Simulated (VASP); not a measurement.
# Be3I2 (R-3m) in VASP: notebook

The runs below take Be3I2 through single point, relaxation of cell and atoms, with PBE.

All numbers are computed with VASP 6.6.1; they aren't measurements. Logs are shortened: lines on timing, memory, paths and dates and some standing lists are left out, and cuts for length are marked.

### 1 The cell of the first run

It takes space group R-3m (No. 166, trigonal). Conventional cell: a = 3.790 Å, b = 3.790 Å, c = 26.354 Å, α = 90.00°, β = 90.00°, γ = 120.00°. Be (site symmetry -3m) has 6 I at 2.81 Å and 12 Be at 3.79 to 3.93 Å within 4.0 Å. Be (site symmetry 3m) has 3 I at 2.66 Å and 3 Be at 3.14 Å within 3.5 Å. Within 3.5 Å of I (site symmetry 3m) lie 6 Be at 2.66 to 2.81 Å.

### 2 Single point, PBE

File INCAR:

```
PREC = Accurate
ENCUT = 520
EDIFF = 1E-6
ISMEAR = 0
SIGMA = 0.1
LREAL = False
LASPH = True
NELM = 80
ALGO = Normal
ISIF = 2
LWAVE = False
LCHARG = True
GGA = PE
LELF = True
LVHAR = True
NBANDS = 18
```

File KPOINTS:

```
regular mesh
0
Gamma
  6 6 6
```

File POSCAR:

```
Be3I2
1.0
    1.8950551160      1.0941105813      8.7845417400
   -1.8950551160      1.0941105813      8.7845417400
    0.0000000000     -2.1882211627      8.7845417400
Be I
3 2
Direct
    0.0000000000      0.0000000000      0.0000000000
    0.2095000000      0.2095000000      0.2095000000
    0.7905000000      0.7905000000      0.7905000000
    0.4000000000      0.4000000000      0.4000000000
    0.6000000000      0.6000000000      0.6000000000
```

Potentials or basis: VASP PAW PBE potentials, release 64 (Be, I).

The run is started by

```
$ cat potpaw_PBE.64/Be/POTCAR potpaw_PBE.64/I/POTCAR > POTCAR
$ mpirun -np 1 vasp_std > vasp.out
```

OUTCAR:

```text
PREC = Accurate
   ENCUT = 520
   EDIFF = 1E-6
   ISMEAR = 0
   LREAL = False
   LASPH = True
   NELM = 80
   ISIF = 2
   GGA = PE

 ion  position               nearest neighbor table
   1  0.000  0.000  0.000-   5 2.81   4 2.81   5 2.81   5 2.81   4 2.81   4 2.81
   2  0.209  0.209  0.209-   5 2.66   5 2.66   5 2.66
   3  0.791  0.791  0.791-   4 2.66   4 2.66   4 2.66
   4  0.400  0.400  0.400-   3 2.66   3 2.66   3 2.66   1 2.81   1 2.81   1 2.81
   5  0.600  0.600  0.600-   2 2.66   2 2.66   2 2.66   1 2.81   1 2.81   1 2.81

  LATTYP: Found a trigonal (rhomboedric) cell.
 ALAT       =     9.0529821296
 COS(alpha) =     0.9123624232

  Lattice vectors:

 A1 = (   1.8950551160,   1.0941105813,   8.7845417400)
 A2 = (  -1.8950551160,   1.0941105813,   8.7845417400)
 A3 = (   0.0000000000,  -2.1882211627,   8.7845417400)

Analysis of symmetry for initial positions (statically):
=====================================================================
 Subroutine PRICEL returns:
 Original cell was already a primitive cell.

 Routine SETGRP: Setting up the symmetry group for a
 trigonal (rhombohedral) supercell.

 Subroutine GETGRP returns: Found 12 space group operations
 (whereof 12 operations were pure point group operations)
 out of a pool of 12 trial point group operations.

The static configuration has the point symmetry D_3d.

Analysis of symmetry for dynamics (positions and initial velocities):
=====================================================================
 Subroutine PRICEL returns:
 Original cell was already a primitive cell.

 Routine SETGRP: Setting up the symmetry group for a
 trigonal (rhombohedral) supercell.

 Subroutine GETGRP returns: Found 12 space group operations
 (whereof 12 operations were pure point group operations)
 out of a pool of 12 trial point group operations.

The dynamic configuration has the point symmetry D_3d.

 Subroutine INISYM returns: Found 12 space group operations
 (whereof 12 operations are pure point group operations),
 and found     1 'primitive' translations

----------------------------------------------------------------------------------------

                                     Primitive cell

  volume of cell :     109.2832

  direct lattice vectors                    reciprocal lattice vectors
     1.895055116  1.094110581  8.784541740     0.263844569  0.152330733  0.037945444
    -1.895055116  1.094110581  8.784541740    -0.263844569  0.152330733  0.037945444
     0.000000000 -2.188221163  8.784541740     0.000000000 -0.304661466  0.037945444

  length of vectors
     9.052982130  9.052982130  9.052982130     0.307015416  0.307015416  0.307015416

  position of ions in fractional coordinates (direct lattice)
     0.000000000  0.000000000  0.000000000
     0.209500000  0.209500000  0.209500000
     0.790500000  0.790500000  0.790500000
     0.400000000  0.400000000  0.400000000
     0.600000000  0.600000000  0.600000000

  ion indices of the primitive-cell ions
   primitive index   ion index
                 1           1
                 2           2
                 3           3
                 4           4
                 5           5

----------------------------------------------------------------------------------------

 KPOINTS: regular mesh

Automatic generation of k-mesh.
 Grid dimensions read from file:
 generate k-points for:    6    6    6

 Generating k-lattice:

  Cartesian coordinates                     Fractional coordinates (reciprocal lattice)
     0.043974095  0.025388455  0.006324241     0.166666667 -0.000000000  0.000000000
    -0.043974095  0.025388455  0.006324241    -0.000000000  0.166666667  0.000000000
     0.000000000 -0.050776911  0.006324241     0.000000000  0.000000000  0.166666667

  Length of vectors
     0.051169236  0.051169236  0.051169236

  Shift w.r.t. Gamma in fractional coordinates (k-lattice)
     0.000000000  0.000000000  0.000000000

 Subroutine IBZKPT returns following result:
 ===========================================

 Found     32 irreducible k-points:

 Following reciprocal coordinates:
            Coordinates               Weight
  0.000000  0.000000  0.000000      1.000000
  0.166667 -0.000000  0.000000      6.000000
  0.333333 -0.000000 -0.000000      6.000000
  0.500000 -0.000000  0.000000      3.000000
  0.166667  0.166667 -0.000000      6.000000
  0.333333  0.166667 -0.000000     12.000000
[... 16 lines left out ...]
  0.500000  0.500000  0.166667      6.000000
 -0.333333  0.500000  0.166667     12.000000
 [... further k-points ...]
   k-points           NKPTS =     32   k-points in BZ     NKDIM =     32   number of bands    NBANDS=     18
   number of dos      NEDOS =    301   number of ions     NIONS =      5
   total plane-waves  NPLWV = 343000
   dimension x,y,z NGX =    70 NGY =   70 NGZ =   70
   dimension x,y,z NGXF=   140 NGYF=  140 NGZF=  140
   ions per type =               3   2
   NGX,Y,Z   is equivalent  to a cutoff of  12.85, 12.85, 12.85 a.u.
   NGXF,Y,Z  is equivalent  to a cutoff of  25.71, 25.71, 25.71 a.u.
 SYSTEM =  unknown system
   PREC   = accura    normal or accurate (medium, high low for compatibility)
   ISTART =      0    job   : 0-new  1-cont  2-samecut
   ICHARG =      2    charge: 1-file 2-atom 10-const
   ISPIN  =      1    spin polarized calculation?
   LNONCOLLINEAR =      F non collinear calculations
   LSORBIT =      F    spin-orbit coupling
   LASPH  =      T    aspherical Exc in radial PAW
   ENCUT  =  520.0 eV  38.22 Ry    6.18 a.u.  16.83 16.83 16.83*2*pi/ulx,y,z
   NELM   =     80;   NELMIN=  2; NELMDL= -5     # of ELM steps
   EDIFF  = 0.1E-05   stopping-criterion for ELM
   LREAL  =      F    real-space projection
   EDIFFG = 0.1E-04   stopping-criterion for IOM
   NSW    =      0    number of steps for IOM
   IBRION =     -1    ionic relax: 0-MD 1-quasi-New 2-CG
   NFREE  =      0    steps in history (QN), initial steepest desc. (CG)
   ISIF   =      2    stress and relaxation
   ISYM   =      2    0-nonsym 1-usesym 2-fastsym
   POTIM  = 0.5000    time-step for ionic-motion
   TEBEG  =    0.0;   TEEND  =   0.0 temperature during run
   PSTRESS=    0.0 pullay stress
   NELECT =      20.0000    total number of electrons
   NUPDOWN=      -1.0000    fix difference up-down
   EMIN   =  10.00;   EMAX   =-10.00  energy-range for DOS
   EFERMI =   0.00;   METHOD = LEGACY
   ISMEAR =     0;   SIGMA  =   0.10  broadening in eV -4-tet -1-fermi 0-gaus
   EFERMI_NEDOS =   21; number of points for ismear=-14 and -15
   IALGO  =     38    algorithm
   IMIX   =      4    mixing-type and parameters
     AMIX     =   0.40;   BMIX     =  1.00
     AMIX_MAG =   1.60;   BMIX_MAG =  1.00
  volume/ion in A,a.u.               =      21.86       147.50
  Fermi-wavevector in a.u.,A,eV,Ry     =   0.929466  1.756437 11.754179  0.863908
  Thomas-Fermi vector in A             =   2.055752
   LORBIT       =      0    0 simple, 1 ext, 2 COOP (PROOUT), +10 PAW based schemes
   GGA     = PE    functional components
   LHFCALC =     F    Hartree Fock is set to
   AEXX    =    0.0000 exact exchange contribution
   IVDW    =     0    specifies the selected vdW correction
   LEPSILON=     F    determine dielectric tensor
   LRPA    =     F    only Hartree local field effects (RPA)
 non-spin polarized calculation
 Gauss-broadening in eV      SIGMA  =   0.10
  energy-cutoff  :      520.00
  volume of cell :      109.28
 maximum number of plane-waves:      2960
 NGX is ok and might be reduce to    70
   NGX = 33   NGY = 33   NGZ = 33

 number of electron      20.0000000 magnetization

 Free energy of the ion-electron system (eV)
  ---------------------------------------------------
  ext. energy  EPLUGINS =         0.00000000
  ---------------------------------------------------
  free energy    TOTEN  =        -9.44989853 eV

  energy without entropy =       -9.43588807  energy(sigma->0) =       -9.44289330

 E-fermi :   6.0632     XC(G=0):  -9.0792

 val. band max:        6.0606600926   @ k =  -0.3333   0.3333   0.3333
 cond. band min:       6.0771133054   @ k =   0.5000   0.1667   0.1667
 fundamental gap:      0.0164532129
 Fermi energy:         6.0631730872

 k-point     1 :       0.0000    0.0000    0.0000
  band No.  band energies     occupation
      1      -9.9737      2.00000
      2      -9.5994      2.00000
      3      -1.8458      2.00000
      4       0.4957      2.00000
      5       2.8934      2.00000
      6       2.8934      2.00000
[... 10 lines left out ...]
     17      10.1383      0.00000
     18      10.6404      0.00000

 k-point     2 :       0.1667   -0.0000    0.0000
  band No.  band energies     occupation
      1      -9.7519      2.00000
      2      -9.4003      2.00000
      3      -1.5456      2.00000
      4       0.5238      2.00000
      5       1.2019      2.00000
      6       1.4159      2.00000
[... 10 lines left out ...]
     17       9.8666      0.00000
     18      10.1755      0.00000

 k-point     3 :       0.3333   -0.0000   -0.0000
  band No.  band energies     occupation
      1      -9.2140      2.00000
      2      -8.9482      2.00000
      3      -1.1686      2.00000
      4      -0.8804      2.00000
      5      -0.4918      2.00000
      6       1.2067      2.00000
[... 10 lines left out ...]
     17      10.1255      0.00000
     18      11.0706      0.00000

 k-point     4 :       0.5000   -0.0000    0.0000
  band No.  band energies     occupation
      1      -8.8551      2.00000
      2      -8.7027      2.00000
      3      -2.0181      2.00000
      4      -1.6346      2.00000
      5       0.1222      2.00000
      6       1.1980      2.00000
[... 10 lines left out ...]
     17      10.2974      0.00000
     18      10.6021      0.00000

 k-point     5 :       0.1667    0.1667   -0.0000
  band No.  band energies     occupation
      1      -9.7505      2.00000
      2      -9.4021      2.00000
      3      -1.5238      2.00000
      4       0.4957      2.00000
      5       1.1374      2.00000
      6       1.4231      2.00000
[... 10 lines left out ...]
     17      10.0054      0.00000
     18      10.5336      0.00000

 k-point     6 :       0.3333    0.1667   -0.0000
  band No.  band energies     occupation
      1      -9.3639      2.00000
      2      -9.0725      2.00000
      3      -0.9816      2.00000
      4      -0.3356      2.00000
      5      -0.1360      2.00000
      6       1.0086      2.00000
[... 10 lines left out ...]
     17      10.1302      0.00000
     18      10.5018      0.00000

 k-point     7 :       0.5000    0.1667    0.0000
  band No.  band energies     occupation
      1      -8.8688      2.00000
      2      -8.7074      2.00000
      3      -1.5898      2.00000
      4      -1.2587      2.00000
      5       0.0958      2.00000
      6       0.3782      2.00000
[... 10 lines left out ...]
     17      10.6557      0.00000
     18      11.1598      0.00000

 k-point     8 :      -0.3333    0.1667    0.0000
  band No.  band energies     occupation
      1      -8.8722      2.00000
      2      -8.7036      2.00000
      3      -1.5796      2.00000
      4      -1.2594      2.00000
      5       0.0202      2.00000
      6       0.3802      2.00000
[... 10 lines left out ...]
     17      10.6305      0.00000
     18      11.5581      0.00000
[... 229 lines left out ...]
     17      10.3923      0.00000
     18      10.5548      0.00000

 k-point    20 :       0.5000    0.3333    0.1667
  band No.  band energies     occupation
      1      -9.3566      2.00000
      2      -9.0814      2.00000
      3      -0.8740      2.00000
      4      -0.4115      2.00000
      5      -0.0523      2.00000
      6       0.7899      2.00000
[... 10 lines left out ...]
     17      10.0491      0.00000
     18      10.5921      0.00000

 k-point    21 :      -0.3333    0.3333    0.1667
  band No.  band energies     occupation
      1      -8.8623      2.00000
      2      -8.7146      2.00000
      3      -1.5804      2.00000
      4      -1.2799      2.00000
      5       0.2227      2.00000
      6       0.3447      2.00000
[... 10 lines left out ...]
     17      10.0445      0.00000
     18      10.8826      0.00000

 k-point    22 :      -0.1667    0.3333    0.1667
  band No.  band energies     occupation
      1      -8.8695      2.00000
      2      -8.7066      2.00000
      3      -1.5571      2.00000
      4      -1.2857      2.00000
      5       0.0481      2.00000
      6       0.3573      2.00000
[... 10 lines left out ...]
     17       9.9689      0.00000
     18      11.3726      0.00000

 k-point    23 :       0.5000    0.5000    0.1667
  band No.  band energies     occupation
      1      -9.2020      2.00000
      2      -8.9624      2.00000
      3      -1.1686      2.00000
      4      -0.8622      2.00000
      5      -0.2801      2.00000
      6       0.7549      2.00000
[... 10 lines left out ...]
     17      10.4263      0.00000
     18      11.2328      0.00000

 k-point    24 :      -0.3333    0.5000    0.1667
  band No.  band energies     occupation
      1      -8.8591      2.00000
      2      -8.7181      2.00000
      3      -1.5562      2.00000
      4      -1.3079      2.00000
      5       0.2692      2.00000
      6       0.3291      2.00000
[... 10 lines left out ...]
     17       9.8640      0.00000
     18      10.4782      0.00000

 [... further k-points ...]

------------------------ aborting loop because EDIFF is reached ----------------------------------------

  FORCE on cell =-STRESS in cart. coord.  units (eV):
  Direction    XX          YY          ZZ          XY          YZ          ZX
  --------------------------------------------------------------------------------------
  -------------------------------------------------------------------------------------
  Total       -0.8294430     -0.8294430     -2.4052197      0.0000000      0.0000000      0.0000000
  in kB      -12.1602831    -12.1602831    -35.2624034      0.0000000      0.0000000      0.0000000
  external PRESSURE =     -19.8609899 kB  Pullay stress =       0.0000000 kB

 VOLUME and BASIS-vectors are now :
 -----------------------------------------------------------------------------
  energy-cutoff  :      520.00
  volume of cell :      109.28
      direct lattice vectors                 reciprocal lattice vectors
     1.895055116  1.094110581  8.784541740     0.263844569  0.152330733  0.037945444
    -1.895055116  1.094110581  8.784541740    -0.263844569  0.152330733  0.037945444
     0.000000000 -2.188221163  8.784541740     0.000000000 -0.304661466  0.037945444

 POSITION                                       TOTAL-FORCE (eV/Angst)
 -----------------------------------------------------------------------------------
      0.00000      0.00000      0.00000         0.000000      0.000000      0.000000
      0.00000     -0.00000      5.52108         0.000000      0.000000     -1.417743
      0.00000     -0.00000     20.83254         0.000000     -0.000000      1.417743
      0.00000     -0.00000     10.54145         0.000000      0.000000     -0.073846
      0.00000     -0.00000     15.81218         0.000000     -0.000000      0.073846
 -----------------------------------------------------------------------------------
    total drift:                               -0.000000     -0.000000     -0.000000

  FREE ENERGIE OF THE ION-ELECTRON SYSTEM (eV)
  ---------------------------------------------------
  free  energy   TOTEN  =        -9.4498985284 eV

  energy  without entropy=       -9.4358880735  energy(sigma->0) =       -9.44289330
```

Run time: 2.5 min. Hardware: 1 thread of Intel Xeon 6975P-C (Granite Rapids), shared host; peak memory 0.65 GiB.

Results:

```yaml
Free_energy: -9.4499 eV
Pressure: -2.0 GPa
Largest_force: 1.418 eV/Å
Band_gap_on_the_k_mesh: zero (bands 10 and 11 overlap by 1.40 eV)
```

Forces on the atoms (eV/Å):
```
Be   0.000  0.000  0.000
Be   0.000  0.000 -1.418
Be   0.000  0.000  1.418
I    0.000  0.000 -0.074
I    0.000  0.000  0.074
```

Stress tensor (GPa, compression positive):
```
-1.22  0.00  0.00
 0.00 -1.22  0.00
 0.00  0.00 -3.53
```

Levels at points of the mesh, in eV from the Fermi level:
| k point | band 6 | band 7 | band 8 | band 9 | band 10 | band 11 | band 12 | band 13 | band 14 | band 15 |
| --- | --- | --- | --- | --- | --- | --- | --- | --- | --- | --- |
| (0.00, 0.00, 0.00) | -3.17 | -3.15 | -3.15 | -3.10 | 1.05 | 1.12 | 1.96 | 1.96 | 2.84 | 2.84 |
| (0.50, 0.00, 0.00) | -4.87 | -4.67 | -4.17 | -2.47 | -0.51 | -0.34 | -0.29 | 1.97 | 2.43 | 2.68 |
| (0.50, 0.50, 0.00) | -5.16 | -4.71 | -4.11 | -1.99 | -1.84 | 0.33 | 0.84 | 1.41 | 1.89 | 1.94 |
| (0.50, 0.50, 0.50) | -3.19 | -3.13 | -3.13 | -1.80 | -0.09 | 1.20 | 1.82 | 1.82 | 3.27 | 3.44 |

Caveat: spin-orbit coupling is left out, which moves the levels of the heavy elements; forces of over 1 eV/Å act on the atoms, so gaps and moduli don't describe the material at rest.

### 3 Single point, PBE

This run uses another cell than the first one, of 23.30 Å³/atom.

File INCAR:

```
SYSTEM = Be3I2
PREC = Accurate ; ENCUT = 520
EDIFF = 1E-6 ; ISMEAR = 0
SIGMA = 0.1 ; LREAL = .FALSE.
LASPH = .TRUE. ; NELM = 100
ALGO = Normal ; ISIF = 2
LWAVE = .FALSE. ; LCHARG = .FALSE.
GGA = PE ; NBANDS = 18
```

File KPOINTS:

```
Automatic mesh
0
G
  6 6 6
  0 0 0
```

File POSCAR:

```
Be3I2
1.0
    1.9063973945      1.1006590489      9.2549430069
   -1.9063973945      1.1006590489      9.2549430069
    0.0000000000     -2.2013180978      9.2549430069
Be I
3 2
Direct
    0.0000000000      0.0000000000      0.0000000000
    0.1674256511      0.1674256511      0.1674256511
    0.8325743489      0.8325743489      0.8325743489
    0.3885348632      0.3885348632      0.3885348632
    0.6114651368      0.6114651368      0.6114651368
```

Potentials or basis: VASP PAW PBE potentials, release 64 (Be, I).

The run is started by

```
$ cat potpaw_PBE.64/Be/POTCAR potpaw_PBE.64/I/POTCAR > POTCAR
$ mpirun -np 1 vasp_std > vasp.out
```

It took 2.8 min on 1 thread of Intel Xeon 6975P-C (Granite Rapids), shared host; peak memory 0.69 GiB.

It converged, with:

```
Free energy            : -10.9991 eV
Pressure               : -0.1 GPa
Largest force          : 0.025 eV/Å
Band gap on the k mesh : zero (bands 10 and 11 overlap by 1.92 eV)
```

Forces on the atoms (eV/Å):
```
Be   0.000  0.000  0.000
Be   0.000  0.000 -0.025
Be   0.000  0.000  0.025
I    0.000  0.000  0.014
I    0.000  0.000 -0.014
```

Stress tensor (GPa, compression positive):
```
-0.19  0.00  0.00
 0.00 -0.19  0.00
 0.00  0.00 -0.01
```

Levels at points of the mesh, in eV from the Fermi level:
```csv
k point,band 7,band 8,band 9,band 10,band 11,band 12,band 13,band 14
"(0.00, 0.00, 0.00)",-2.20,-2.19,-2.19,0.94,2.30,2.37,2.37,2.48
"(0.50, 0.00, 0.00)",-3.38,-2.74,-2.57,-2.15,0.62,0.81,1.14,2.88
"(0.50, 0.50, 0.00)",-3.69,-2.82,-2.55,-1.73,0.04,0.72,2.04,2.15
"(0.50, 0.50, 0.50)",-2.20,-2.18,-2.18,-0.16,2.14,2.34,2.34,2.75
```

Caveat: spin-orbit coupling is left out, which moves the levels of the heavy elements.

(Continued in part 2 of 2.)
